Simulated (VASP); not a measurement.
# WC (Fm-3m) in VASP: further runs

WC is run at these levels: r2SCAN; tasks: single point.

Everything below comes from runs of VASP 6.6.1. Logs are shortened: lines on timing, memory, paths and dates and some standing lists are left out, and cuts for length are marked.

### 1 The cell of the first run

Symmetry: Fm-3m, No. 225, cubic system. Conventional cell: a = 4.296 Å, b = 4.296 Å, c = 4.296 Å, α = 90.00°, β = 90.00°, γ = 90.00°. W (site symmetry m-3m) has 6 C at 2.15 Å within 2.8 Å. Within 2.8 Å of C (site symmetry m-3m) lie 6 W at 2.15 Å.

### 2 Single point, r2SCAN

File POSCAR:

```
WC
1.0
    0.0000000000      2.1479227872      2.1479227872
    2.1479227872      0.0000000000      2.1479227872
    2.1479227872      2.1479227872      0.0000000000
W C
1 1
Direct
    0.0000000000      0.0000000000      0.0000000000
    0.5000000000      0.5000000000      0.5000000000
```

File INCAR.step1:

```
SYSTEM = WC
ALGO = Normal
EDIFF = 1E-5
ENCUT = 1430
GGA = PE
GGA_COMPAT = .False.
ISMEAR = -1
LASPH = .True.
LCHARG = .False.
LREAL = .False.
LWAVE = .True.
NBANDS = 16
NELM = 120
PREC = Accurate
SIGMA = 0.1
```

File INCAR.step2:

```
SYSTEM = WC
ALGO = Normal
EDIFF = 1E-6
ENCUT = 1430
GGA_COMPAT = .False.
ISIF = 2
ISMEAR = -1
ISTART = 1
LASPH = .True.
LCHARG = .False.
LMIXTAU = .True.
LREAL = .False.
LWAVE = .False.
METAGGA = R2SCAN
NBANDS = 16
NELM = 120
PREC = Accurate
SIGMA = 0.1
```

File KPOINTS:

```
k-points
0
Gamma
  11 11 11
  0 0 0
```

Potentials or basis: VASP PAW PBE potentials, release 64 (W_sv, C_h).

Launch:

```
cat potpaw_PBE.64/W_sv/POTCAR potpaw_PBE.64/C_h/POTCAR > POTCAR
cp INCAR.step1 INCAR
mpirun -np 1 vasp_std > vasp.out
cp INCAR.step2 INCAR
mpirun -np 1 vasp_std > vasp.out
```

OUTCAR:

```text
SYSTEM = WC
   EDIFF = 1E-6
   ENCUT = 1430
   ISIF = 2
   ISMEAR = -1
   ISTART = 1
   LASPH = .True.
   LREAL = .False.
   METAGGA = R2SCAN
   NELM = 120
   PREC = Accurate

 ion  position               nearest neighbor table
   1  0.000  0.000  0.000-   2 2.15   2 2.15   2 2.15   2 2.15   2 2.15   2 2.15
   2  0.500  0.500  0.500-   1 2.15   1 2.15   1 2.15   1 2.15   1 2.15   1 2.15

  LATTYP: Found a face centered cubic cell.
 ALAT       =     4.2958455744

  Lattice vectors:

 A1 = (   0.0000000000,   2.1479227872,   2.1479227872)
 A2 = (   2.1479227872,   0.0000000000,   2.1479227872)
 A3 = (   2.1479227872,   2.1479227872,   0.0000000000)

Analysis of symmetry for initial positions (statically):
=====================================================================
 Subroutine PRICEL returns:
 Original cell was already a primitive cell.

 Routine SETGRP: Setting up the symmetry group for a
 face centered cubic supercell.

 Subroutine GETGRP returns: Found 48 space group operations
 (whereof 48 operations were pure point group operations)
 out of a pool of 48 trial point group operations.

The static configuration has the point symmetry O_h .

Analysis of symmetry for dynamics (positions and initial velocities):
=====================================================================
 Subroutine PRICEL returns:
 Original cell was already a primitive cell.

 Routine SETGRP: Setting up the symmetry group for a
 face centered cubic supercell.

 Subroutine GETGRP returns: Found 48 space group operations
 (whereof 48 operations were pure point group operations)
 out of a pool of 48 trial point group operations.

The dynamic configuration has the point symmetry O_h .

 Subroutine INISYM returns: Found 48 space group operations
 (whereof 48 operations are pure point group operations),
 and found     1 'primitive' translations

----------------------------------------------------------------------------------------

                                     Primitive cell

  volume of cell :      19.8192

  direct lattice vectors                    reciprocal lattice vectors
     0.000000000  2.147922787  2.147922787    -0.232783042  0.232783042  0.232783042
     2.147922787  0.000000000  2.147922787     0.232783042 -0.232783042  0.232783042
     2.147922787  2.147922787  0.000000000     0.232783042  0.232783042 -0.232783042

  length of vectors
     3.037621537  3.037621537  3.037621537     0.403192056  0.403192056  0.403192056

  position of ions in fractional coordinates (direct lattice)
     0.000000000  0.000000000  0.000000000
     0.500000000  0.500000000  0.500000000

  ion indices of the primitive-cell ions
   primitive index   ion index
                 1           1
                 2           2

----------------------------------------------------------------------------------------

 KPOINTS: k-points

Automatic generation of k-mesh.
 Grid dimensions read from file:
 generate k-points for:   11   11   11

 Generating k-lattice:

  Cartesian coordinates                     Fractional coordinates (reciprocal lattice)
    -0.021162095  0.021162095  0.021162095     0.090909091  0.000000000  0.000000000
     0.021162095 -0.021162095  0.021162095     0.000000000  0.090909091  0.000000000
     0.021162095  0.021162095 -0.021162095     0.000000000  0.000000000  0.090909091

  Length of vectors
     0.036653823  0.036653823  0.036653823

  Shift w.r.t. Gamma in fractional coordinates (k-lattice)
     0.000000000  0.000000000  0.000000000

 Subroutine IBZKPT returns following result:
 ===========================================

 Found     56 irreducible k-points:

 Following reciprocal coordinates:
            Coordinates               Weight
  0.000000  0.000000  0.000000      1.000000
  0.090909  0.000000  0.000000      8.000000
  0.181818  0.000000  0.000000      8.000000
  0.272727  0.000000  0.000000      8.000000
  0.363636  0.000000  0.000000      8.000000
  0.454545  0.000000  0.000000      8.000000
[... 16 lines left out ...]
 -0.272727  0.181818  0.000000     24.000000
 -0.181818  0.181818  0.000000     12.000000
 [... further k-points ...]
   k-points           NKPTS =     56   k-points in BZ     NKDIM =     56   number of bands    NBANDS=     16
   number of dos      NEDOS =    301   number of ions     NIONS =      2
   total plane-waves  NPLWV =  64000
   dimension x,y,z NGX =    40 NGY =   40 NGZ =   40
   dimension x,y,z NGXF=    80 NGYF=   80 NGZF=   80
   ions per type =               1   1
   NGX,Y,Z   is equivalent  to a cutoff of  21.89, 21.89, 21.89 a.u.
   NGXF,Y,Z  is equivalent  to a cutoff of  43.78, 43.78, 43.78 a.u.
 SYSTEM =  WC
   PREC   = accura    normal or accurate (medium, high low for compatibility)
   ISTART =      1    job   : 0-new  1-cont  2-samecut
   ICHARG =      0    charge: 1-file 2-atom 10-const
   ISPIN  =      1    spin polarized calculation?
   LNONCOLLINEAR =      F non collinear calculations
   LSORBIT =      F    spin-orbit coupling
   LASPH  =      T    aspherical Exc in radial PAW
   ENCUT  = 1430.0 eV 105.10 Ry   10.25 a.u.   9.37  9.37  9.37*2*pi/ulx,y,z
   NELM   =    120;   NELMIN=  2; NELMDL=  0     # of ELM steps
   EDIFF  = 0.1E-05   stopping-criterion for ELM
   LREAL  =      F    real-space projection
   EDIFFG = 0.1E-04   stopping-criterion for IOM
   NSW    =      0    number of steps for IOM
   IBRION =     -1    ionic relax: 0-MD 1-quasi-New 2-CG
   NFREE  =      0    steps in history (QN), initial steepest desc. (CG)
   ISIF   =      2    stress and relaxation
   ISYM   =      2    0-nonsym 1-usesym 2-fastsym
   POTIM  = 0.5000    time-step for ionic-motion
   TEBEG  =    0.0;   TEEND  =   0.0 temperature during run
   PSTRESS=    0.0 pullay stress
   NELECT =      18.0000    total number of electrons
   NUPDOWN=      -1.0000    fix difference up-down
   EMIN   =  10.00;   EMAX   =-10.00  energy-range for DOS
   EFERMI =   0.00;   METHOD = LEGACY
   ISMEAR =    -1;   SIGMA  =   0.10  broadening in eV -4-tet -1-fermi 0-gaus
   EFERMI_NEDOS =   21; number of points for ismear=-14 and -15
   IALGO  =     38    algorithm
   IMIX   =      4    mixing-type and parameters
     AMIX     =   0.40;   BMIX     =  1.00
     AMIX_MAG =   1.60;   BMIX_MAG =  1.00
  volume/ion in A,a.u.               =       9.91        66.87
  Fermi-wavevector in a.u.,A,eV,Ry     =   1.585393  2.995959 34.197859  2.513472
  Thomas-Fermi vector in A             =   2.684865
   LORBIT       =      0    0 simple, 1 ext, 2 COOP (PROOUT), +10 PAW based schemes
   METAGGA = R2SCAN    functional components
   LHFCALC =     F    Hartree Fock is set to
   AEXX    =    0.0000 exact exchange contribution
   IVDW    =     0    specifies the selected vdW correction
   LEPSILON=     F    determine dielectric tensor
   LRPA    =     F    only Hartree local field effects (RPA)
 non-spin polarized calculation
  energy-cutoff  :     1430.00
  volume of cell :       19.82
 maximum number of plane-waves:      2455
 NGX is ok and might be reduce to    40
   NGX = 19   NGY = 19   NGZ = 19

 number of electron      18.0000000 magnetization

 Free energy of the ion-electron system (eV)
  ---------------------------------------------------
  ext. energy  EPLUGINS =         0.00000000
  ---------------------------------------------------
  free energy    TOTEN  =       -60.57202442 eV

  energy without entropy =      -60.53488170  energy(sigma->0) =      -60.55345306

 E-fermi :  13.7360     XC(G=0): -15.2606

 val. band max:       13.7154162638   @ k =   0.2727   0.2727   0.0000
 cond. band min:      13.7790083914   @ k =   0.4545   0.0909   0.0000
 fundamental gap:      0.0635921276
 Fermi energy:        13.7359507440

 k-point     1 :       0.0000    0.0000    0.0000
  band No.  band energies     occupation
      1     -63.7014      2.00000
      2     -27.0260      2.00000
      3     -27.0260      2.00000
      4     -27.0260      2.00000
      5      -3.5544      2.00000
      6      10.6309      2.00000
[... 8 lines left out ...]
     15      24.2160      0.00000
     16      38.7225      0.00000

 k-point     2 :       0.0909    0.0000    0.0000
  band No.  band energies     occupation
      1     -63.6970      2.00000
      2     -27.0920      2.00000
      3     -27.0327      2.00000
      4     -27.0327      2.00000
      5      -3.2944      2.00000
      6       9.7551      2.00000
[... 8 lines left out ...]
     15      24.8083      0.00000
     16      36.5119      0.00000

 k-point     3 :       0.1818    0.0000    0.0000
  band No.  band energies     occupation
      1     -63.6850      2.00000
      2     -27.2657      2.00000
      3     -27.0505      2.00000
      4     -27.0505      2.00000
      5      -2.5557      2.00000
      6       8.1372      2.00000
[... 8 lines left out ...]
     15      26.2301      0.00000
     16      33.5907      0.00000

 k-point     4 :       0.2727    0.0000    0.0000
  band No.  band energies     occupation
      1     -63.6693      2.00000
      2     -27.4865      2.00000
      3     -27.0736      2.00000
      4     -27.0736      2.00000
      5      -1.4487      2.00000
      6       6.4109      2.00000
[... 8 lines left out ...]
     15      27.4138      0.00000
     16      31.4267      0.00000
[... 324 lines left out ...]
 k-point    22 :      -0.3636    0.1818    0.0000
  band No.  band energies     occupation
      1     -63.6408      2.00000
      2     -27.6935      2.00000
      3     -27.2841      2.00000
      4     -27.1276      2.00000
      5       0.5957      2.00000
      6       4.0759      2.00000
[... 8 lines left out ...]
     15      27.2633      0.00000
     16      28.6161      0.00000

 k-point    23 :      -0.2727    0.1818    0.0000
  band No.  band energies     occupation
      1     -63.6505      2.00000
      2     -27.5896      2.00000
      3     -27.2660      2.00000
      4     -27.0920      2.00000
      5      -0.1954      2.00000
      6       4.8803      2.00000
[... 8 lines left out ...]
     15      27.5306      0.00000
     16      28.6348      0.00000

 k-point    24 :      -0.1818    0.1818    0.0000
  band No.  band energies     occupation
      1     -63.6639      2.00000
      2     -27.4613      2.00000
      3     -27.2024      2.00000
      4     -27.0616      2.00000
      5      -1.1893      2.00000
      6       6.0635      2.00000
[... 8 lines left out ...]
     15      27.6572      0.00000
     16      28.9520      0.00000

 [... further k-points ...]

------------------------ aborting loop because EDIFF is reached ----------------------------------------

  FORCE on cell =-STRESS in cart. coord.  units (eV):
  Direction    XX          YY          ZZ          XY          YZ          ZX
  --------------------------------------------------------------------------------------
  -------------------------------------------------------------------------------------
  Total        2.7829254      2.7829254      2.7829254      0.0000000     -0.0000000      0.0000000
  in kB      224.9708027    224.9708027    224.9708027      0.0000000     -0.0000000      0.0000000
  external PRESSURE =     224.9708027 kB  Pullay stress =       0.0000000 kB

 VOLUME and BASIS-vectors are now :
 -----------------------------------------------------------------------------
  energy-cutoff  :     1430.00
  volume of cell :       19.82
      direct lattice vectors                 reciprocal lattice vectors
     0.000000000  2.147922787  2.147922787    -0.232783042  0.232783042  0.232783042
     2.147922787  0.000000000  2.147922787     0.232783042 -0.232783042  0.232783042
     2.147922787  2.147922787  0.000000000     0.232783042  0.232783042 -0.232783042

 POSITION                                       TOTAL-FORCE (eV/Angst)
 -----------------------------------------------------------------------------------
      0.00000      0.00000      0.00000        -0.000000      0.000000      0.000000
      2.14792      2.14792      2.14792         0.000000      0.000000     -0.000000
 -----------------------------------------------------------------------------------
    total drift:                                0.000000     -0.000000     -0.000000

  FREE ENERGIE OF THE ION-ELECTRON SYSTEM (eV)
  ---------------------------------------------------
  free  energy   TOTEN  =       -60.5720244188 eV

  energy  without entropy=      -60.5348817011  energy(sigma->0) =      -60.55345306
```

Run time: 3.6 min. Hardware: 1 thread of Intel Xeon Platinum 8259CL at 2.50GHz (Skylake/Cascade Lake), shared host; peak memory 0.33 GiB.

Results:

| Property | Result |
| --- | --- |
| Free energy | -60.5720 eV |
| Pressure | 22.5 GPa |
| Band gap on the k mesh | zero (bands 9 and 10 overlap by 3.52 eV) |

Levels at points of the mesh, in eV from the Fermi level:
```csv
k point,band 5,band 6,band 7,band 8,band 9,band 10,band 11,band 12,band 13,band 14
"(0.00, 0.00, 0.00)",-17.29,-3.11,-3.11,-3.11,-1.30,-1.30,-1.30,-1.10,-1.10,7.75
```

Caveat: the cell stands under pressure; the PAW data sets were made with another functional, which shifts forces and pressure a little; spin-orbit coupling is left out, which moves the levels of the heavy elements.

[end of part 1 of 2]

The gap in the log of VASP goes by the Fermi energy; the results here count the filled bands.